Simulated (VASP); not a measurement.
**Ba: density of states with BLYP**

The system is Ba.

```
Ba
1.0
    -2.50650    2.50650    2.50650
     2.50650   -2.50650    2.50650
     2.50650    2.50650   -2.50650
Ba
1
Cartesian
  0.0000 0.0000 0.0000
```

```yaml
Program: VASP 6.6.1
Task: density of states
Functional: BLYP
Potentials_or_basis: VASP PAW PBE potentials, release 64 (Ba_sv)
Cutoff: 520 eV
k_mesh: 8 × 8 × 8
Occupations: fermi-dirac, width 0.1 eV
Spin: collinear spin, ferromagnetic start
Starting_moments: "[0.5] μB"
Dipole_correction: no
k_mesh_for_the_DOS: 12 × 12 × 12
Occupations_for_the_DOS: tetrahedron
Further_INCAR_settings: ALGO = Normal; EDIFF = 1e-07; NBANDS = 15
```

* Net moment: 0.00 μB per cell
* Valence electrons inside the program's atomic spheres: Ba 7.91

Levels at points of the mesh, in eV from the Fermi level:
Spin up:
```
           k point  band 2  band 3  band 4  band 5  band 6  band 7  band 8  band 9
(0.00, 0.00, 0.00)  -13.92  -13.92  -13.92   -2.64    1.74    1.74    1.74    3.09
(0.50, 0.00, 0.00)  -14.38  -14.07  -13.93   -0.85    0.66    1.43    3.07    3.61
(0.50, 0.50, 0.50)  -14.24  -14.24  -14.24   -0.54   -0.54    4.53    4.53    4.53
```
Spin down:
```
           k point  band 1  band 2  band 3  band 4  band 5  band 6  band 7  band 8  band 9  band 10
(0.00, 0.00, 0.00)  -28.92  -13.92  -13.92  -13.92   -2.64    1.74    1.74    1.74    3.09     3.09
(0.50, 0.00, 0.00)  -28.87  -14.38  -14.07  -13.93   -0.85    0.66    1.43    3.07    3.61     5.04
(0.50, 0.50, 0.50)  -28.84  -14.24  -14.24  -14.24   -0.54   -0.54    4.53    4.53    4.53     4.56
```

Wall time 2.1 min on 1 thread of Intel(R) Xeon(R) Platinum 8259CL CPU @ 2.50GHz (Skylake/Cascade Lake), on a shared host, peak memory 0.26 GiB.

Caveat: spin-orbit coupling is left out, which moves the levels of the heavy elements.
